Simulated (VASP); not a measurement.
# In4SbAs3 (I-42m) in VASP: relaxation of cell and atoms with PBE

Aim: the relaxation of cell and atoms of In4SbAs3 with PBE.

Program: VASP 6.6.1. These are calculated values, not measurements. Logs are shortened: lines on timing, memory, paths and dates and some standing lists are left out, and cuts for length are marked.

## Step 1: The cell of the first run

The structure is tetragonal, space group I-42m (No. 121). Conventional cell: a = 6.298 Å, b = 6.298 Å, c = 12.574 Å, α = 90.00°, β = 90.00°, γ = 90.00°. In (site symmetry m) has 3 As at 2.68 to 2.70 Å and 1 Sb at 2.83 Å within 3.5 Å. Within 3.7 Å of Sb (site symmetry -42m) lie 4 In at 2.83 Å. Within 3.6 Å of As (site symmetry -4) lie 4 In at 2.70 Å. As (site symmetry -42m) has 4 In at 2.68 Å within 3.5 Å.

## Step 2: Relaxation of cell and atoms, PBE

INCAR reads:

```
SYSTEM = In4SbAs3
  ALGO = Fast
  EDIFF = 1E-6
  EDIFFG = -0.01
  ENCUT = 600
  GGA = PE
  IBRION = 2
  ISIF = 3
  ISMEAR = 0
  KPAR = 4
  LASPH = .True.
  LCHARG = .False.
  LREAL = .False.
  LWAVE = .False.
  NELM = 80
  NSW = 100
  PREC = Accurate
  SIGMA = 0.1
```

KPOINTS reads:

```
k-points
0
Gamma
  8 8 8
  0 0 0
```

POSCAR reads:

```
In4SbAs3
1.0
   -3.1488357965      3.1488357965      6.2870416131
    3.1488357965     -3.1488357965      6.2870416131
    3.1488357965      3.1488357965     -6.2870416131
In Sb As
4 1 3
Direct
    0.1103375665      0.6316389184      0.0000000000
    0.6316389184      0.1103375665      0.0000000000
    0.3683610816      0.3683610816      0.4786986481
    0.8896624335      0.8896624335      0.5213013519
    0.5000000000      0.5000000000      0.0000000000
    0.7500000000      0.2500000000      0.5000000000
    0.2500000000      0.7500000000      0.5000000000
    0.0000000000      0.0000000000      0.0000000000
```

Potentials or basis: VASP PAW PBE potentials, release 64 (In_d, Sb, As).

Started as:

```
$ cat potpaw_PBE.64/In_d/POTCAR potpaw_PBE.64/Sb/POTCAR potpaw_PBE.64/As/POTCAR > POTCAR
$ mpirun -np 4 vasp_std > vasp.out
```

OUTCAR:

```text
SYSTEM = In4SbAs3
   EDIFF = 1E-6
   EDIFFG = -0.01
   ENCUT = 600
   GGA = PE
   IBRION = 2
   ISIF = 3
   ISMEAR = 0
   LASPH = .True.
   LREAL = .False.
   NELM = 80
   NSW = 100
   PREC = Accurate

 ion  position               nearest neighbor table
   1  0.110  0.632  0.000-   8 2.68   7 2.70   6 2.70   5 2.83
   2  0.632  0.110  0.000-   8 2.68   6 2.70   7 2.70   5 2.83
   3  0.368  0.368  0.479-   8 2.68   7 2.70   6 2.70   5 2.83
   4  0.890  0.890  0.521-   8 2.68   7 2.70   6 2.70   5 2.83
   5  0.500  0.500  0.000-   4 2.83   1 2.83   2 2.83   3 2.83
   6  0.750  0.250  0.500-   3 2.70   4 2.70   2 2.70   1 2.70
   7  0.250  0.750  0.500-   3 2.70   4 2.70   1 2.70   2 2.70
   8  0.000  0.000  0.000-   1 2.68   2 2.68   3 2.68   4 2.68

  LATTYP: Found a body centered tetragonal cell.
 ALAT       =     6.2976715930
 C/A-ratio  =     1.9966241555

  Lattice vectors:

 A1 = (  -3.1488357965,   3.1488357965,   6.2870416131)
 A2 = (   3.1488357965,  -3.1488357965,   6.2870416131)
 A3 = (   3.1488357965,   3.1488357965,  -6.2870416131)

Analysis of symmetry for initial positions (statically):
=====================================================================
 Subroutine PRICEL returns:
 Original cell was already a primitive cell.

 Routine SETGRP: Setting up the symmetry group for a
 body centered tetragonal supercell.

 Subroutine GETGRP returns: Found  8 space group operations
 (whereof  8 operations were pure point group operations)
 out of a pool of 16 trial point group operations.

The static configuration has the point symmetry D_2d.

Analysis of symmetry for dynamics (positions and initial velocities):
=====================================================================
 Subroutine PRICEL returns:
 Original cell was already a primitive cell.

 Routine SETGRP: Setting up the symmetry group for a
 body centered tetragonal supercell.

 Subroutine GETGRP returns: Found  8 space group operations
 (whereof  8 operations were pure point group operations)
 out of a pool of 16 trial point group operations.

The dynamic configuration has the point symmetry D_2d.

 Subroutine INISYM returns: Found  8 space group operations
 (whereof  8 operations are pure point group operations),
 and found     1 'primitive' translations

----------------------------------------------------------------------------------------

                                     Primitive cell

  volume of cell :     249.3483
[... 105 lines left out ...]
   IBRION =      2    ionic relax: 0-MD 1-quasi-New 2-CG
   NFREE  =      1    steps in history (QN), initial steepest desc. (CG)
   ISIF   =      3    stress and relaxation
   ISYM   =      2    0-nonsym 1-usesym 2-fastsym
   POTIM  = 0.5000    time-step for ionic-motion
   TEBEG  =    0.0;   TEEND  =   0.0 temperature during run
   PSTRESS=    0.0 pullay stress
   NELECT =      72.0000    total number of electrons
   NUPDOWN=      -1.0000    fix difference up-down
   EMIN   =  10.00;   EMAX   =-10.00  energy-range for DOS
   EFERMI =   0.00;   METHOD = LEGACY
   ISMEAR =     0;   SIGMA  =   0.10  broadening in eV -4-tet -1-fermi 0-gaus
   EFERMI_NEDOS =   21; number of points for ismear=-14 and -15
   IALGO  =     68    algorithm
   IMIX   =      4    mixing-type and parameters
     AMIX     =   0.40;   BMIX     =  1.00
     AMIX_MAG =   1.60;   BMIX_MAG =  1.00
  volume/ion in A,a.u.               =      31.17       210.34
  Fermi-wavevector in a.u.,A,eV,Ry     =   1.082057  2.044792 15.930351  1.170848
  Thomas-Fermi vector in A             =   2.218089
   LORBIT       =      0    0 simple, 1 ext, 2 COOP (PROOUT), +10 PAW based schemes
   GGA     = PE    functional components
   LHFCALC =     F    Hartree Fock is set to
   AEXX    =    0.0000 exact exchange contribution
   IVDW    =     0    specifies the selected vdW correction
   LEPSILON=     F    determine dielectric tensor
   LRPA    =     F    only Hartree local field effects (RPA)
 conjugate gradient relaxation of ions
 non-spin polarized calculation
 RMM-DIIS sequential band-by-band and
 Gauss-broadening in eV      SIGMA  =   0.10
  energy-cutoff  :      600.00
  volume of cell :      249.35
 maximum number of plane-waves:      8409
 NGX is ok and might be reduce to    64
   NGX = 31   NGY = 31   NGZ = 31

--------------------------------------- Ionic step        1  -------------------------------------------

 number of electron      71.9999999 magnetization

 Free energy of the ion-electron system (eV)
  ---------------------------------------------------
  ext. energy  EPLUGINS =         0.00000000
  ---------------------------------------------------
  free energy    TOTEN  =       -30.02172122 eV

  energy without entropy =      -30.02122521  energy(sigma->0) =      -30.02147321

------------------------ aborting loop because EDIFF is reached ----------------------------------------

  FORCE on cell =-STRESS in cart. coord.  units (eV):
  Direction    XX          YY          ZZ          XY          YZ          ZX
  --------------------------------------------------------------------------------------
  -------------------------------------------------------------------------------------
  Total        0.2293208      0.2293208      0.2327058      0.0000000      0.0000000      0.0000000
  in kB        1.4734917      1.4734917      1.4952417      0.0000000      0.0000000      0.0000000
  external PRESSURE =       1.4807417 kB  Pullay stress =       0.0000000 kB
[... 113 lines left out ...]
--------------------------------------- Ionic step        4  -------------------------------------------

 number of electron      72.0000000 magnetization

 Free energy of the ion-electron system (eV)
  ---------------------------------------------------
  ext. energy  EPLUGINS =         0.00000000
  ---------------------------------------------------
  free energy    TOTEN  =       -30.02199871 eV

  energy without entropy =      -30.02150150  energy(sigma->0) =      -30.02175010

 E-fermi :   4.0772     XC(G=0):  -8.6907

 val. band max:        4.0152414153   @ k =   0.0000   0.0000   0.0000
 cond. band min:       4.5181880132   @ k =   0.5000   0.5000   0.0000
 fundamental gap:      0.5029465979
 Fermi energy:         4.0771880520

 k-point     1 :       0.0000    0.0000    0.0000
  band No.  band energies     occupation
      1     -10.4452      2.00000
      2     -10.4264      2.00000
      3     -10.4077      2.00000
      4     -10.3204      2.00000
      5     -10.3204      2.00000
      6     -10.3199      2.00000
[... 1093 lines left out ...]
     42       7.8349      0.00000
     43       7.9014      0.00000

 [... further k-points ...]
[... 5 lines left out ...]
  --------------------------------------------------------------------------------------
  -------------------------------------------------------------------------------------
  Total       -0.0685365     -0.0685365     -0.0649401      0.0000000      0.0000000      0.0000000
  in kB       -0.4388597     -0.4388597     -0.4158308      0.0000000      0.0000000      0.0000000
  external PRESSURE =      -0.4311834 kB  Pullay stress =       0.0000000 kB
[... 23 lines left out ...]
  FREE ENERGIE OF THE ION-ELECTRON SYSTEM (eV)
  ---------------------------------------------------
  free  energy   TOTEN  =       -30.0219987062 eV

  energy  without entropy=      -30.0215015017  energy(sigma->0) =      -30.02175010

 reached required accuracy - stopping structural energy minimisation
```

It took 26 min on 4 MPI ranks of Oxide Virtual Turin-like, shared host; peak memory 1.1 GiB.

What came out:

* Free energy: -30.0220 eV
* Relaxed volume: 31.28 Å³/atom
* Relaxed cell: a = 7.713 Å, b = 7.713 Å, c = 7.713 Å, α = 131.75°, β = 131.75°, γ = 70.62°
* Space group after relaxing (to 0.1 Å): I-42m (No. 121)
* Energy gained by relaxing: 0.0 meV/atom
* Ionic steps: 4
* Pressure after relaxing: 0.0 GPa
* Band gap on the k mesh: zero (filled and empty bands touch)

Forces in eV/Å, atoms in the order of the input:
```
In   0.002 -0.002  0.000
In  -0.002  0.002  0.000
In  -0.002 -0.002  0.000
In   0.002  0.002  0.000
Sb   0.000  0.000  0.000
As   0.000  0.000  0.000
As   0.000  0.000  0.000
As   0.000  0.000  0.000
```

Step by step:
```
step  energy change (eV)  largest force (eV/Å)  pressure (GPa)  volume (Å³)
   1              0.0000                0.0101            0.15       249.35
   2             -0.0002                0.0053           -0.05       250.39
   3             -0.0003                0.0091            0.05       250.02
   4             -0.0003                0.0029           -0.04       250.21
```

Final structure:
```
In Sb As
1.0
    -3.15245    3.15245    6.29436
     3.15245   -3.15245    6.29436
     3.15245    3.15245   -6.29436
In Sb As
4 1 3
Direct
  0.11029 0.63168 0.00000
  0.63168 0.11029 0.00000
  0.36832 0.36832 0.47861
  0.88971 0.88971 0.52139
  0.50000 0.50000 0.00000
  0.75000 0.25000 0.50000
  0.25000 0.75000 0.50000
  0.00000 0.00000 0.00000
```

Levels at points of the mesh, in eV from the Fermi level:
```csv
k point,band 33,band 34,band 35,band 36,band 37,band 38,band 39,band 40
"(0.00, 0.00, 0.00)",-2.15,-0.68,-0.06,-0.06,-0.06,1.55,1.74,3.53
"(0.50, 0.00, 0.00)",-1.82,-1.68,-1.17,-0.92,2.25,2.36,2.67,2.83
"(0.50, 0.50, 0.00)",-1.08,-0.94,-0.78,-0.72,0.44,0.78,2.00,2.42
"(0.50, 0.50, 0.50)",-1.52,-1.52,-1.15,-1.15,1.40,1.60,1.78,1.78
```

Caveat: semilocal functionals underestimate gaps, and a narrow one can read as zero; spin-orbit coupling is left out, which moves the levels of the heavy elements.

The gap in the log of VASP goes by the Fermi energy; the results here count the filled bands.